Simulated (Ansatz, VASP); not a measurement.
LiF in VASP and in Ansatz

INCAR

```
PREC = Accurate
ENCUT = 520
EDIFF = 1E-6
ISMEAR = 0
SIGMA = 0.05
LREAL = False
LASPH = True
NELM = 80
ALGO = Normal
ISIF = 2
LWAVE = False
LCHARG = True
GGA = PE
LELF = True
LVHAR = True
NBANDS = 12
```

Contents of KPOINTS:

```
Automatic mesh
0
Gamma
  10 10 10
```

POSCAR

```
LiF
1.0
    0.0000000000      1.9334400000      1.9334400000
    1.9334400000      0.0000000000      1.9334400000
    1.9334400000      1.9334400000      0.0000000000
Li F
1 1
Direct
    0.0000000000      0.0000000000      0.0000000000
    0.5000000000      0.5000000000      0.5000000000
```

Input for Ansatz:

```yaml
crystal:
  lattice:
    - [0.0, 1.93344, 1.93344]
    - [1.93344, 0.0, 1.93344]
    - [1.93344, 1.93344, 0.0]
  atoms:
    - { symbol: Li, position: [0.0, 0.0, 0.0] }
    - { symbol: F, position: [0.5, 0.5, 0.5] }
basis:
  ecutwfc: 420
kpoints:
  mp_grid: { grid: [10, 10, 10] }
hamiltonian:
  xc: pbe
scf:
  occupations: { method: gaussian, width: 0.05 }
output:
  forces: true
  stress: true
  eigenvalues: true
```

Change from the starting cell: strain -0.040 along x and y, -0.040 along z, atoms carried along.

Alike in both runs: task single point; functional PBE; k mesh 10 × 10 × 10; occupations gaussian, width 0.05 eV; no spin polarisation.

|  | VASP | Ansatz |
| --- | --- | --- |
| version | VASP 6.6.1 | Ansatz 0.2.0 |
| potentials or method | VASP PAW PBE potentials, release 64 (Li_sv, F), cutoff 520 eV | scalar-relativistic, plane waves, PAW |
| valence electrons in the cell | 10 | 10 |

Ansatz gave:

| Property | Result |
| --- | --- |
| gap on the k mesh at the Fermi level (eV) | 10.26 |
| least direct gap on the mesh (eV) | 10.26 |

**Question.** Which values does VASP return?

**Answer.** gap on the k mesh at the Fermi level (eV): 10.27; least direct gap on the mesh (eV): 10.27.

Noted on VASP's run: the cutoff is short for stress, so the pressure is rough.
